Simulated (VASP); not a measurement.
Crystal: TiO2.

```
Ti O
1.0
    -0.01209    2.39192    2.39192
     2.39192   -0.01209    2.39192
     2.39192    2.39192   -0.01209
Ti O
1 2
Direct
  0.00000 0.00000 0.00000
  0.25029 0.25029 0.25029
  0.74971 0.74971 0.74971
```

This cell differs from its parent crystal: epitaxial 111 strain +0.3%.

Base run:

- Program: VASP 6.6.1
- Functional: PBE
- Potentials or basis: VASP PAW PBE potentials, release 64 (Ti_sv, O)
- Cutoff: 520 eV
- k mesh: 10 × 10 × 10
- Occupations: fermi-dirac, width 0.02 eV
- Spin: no spin polarisation

Its results: band gap on the k mesh 1.13 eV, indirect (least direct gap 1.83 eV); pressure 6.4 GPa.

**Question.** The run is repeated on the same cell with these changes: functional from PBE to r2SCAN; occupations from fermi-dirac, width 0.02 eV to gaussian, width 0.01 eV. What comes out?

**Answer.** Band gap on the k mesh 1.54 eV, indirect (least direct gap 2.24 eV); pressure 1.2 GPa.

Caveats: the PAW data sets were made with another functional, which shifts forces and pressure a little (some runs).

A k mesh can miss the band edges.
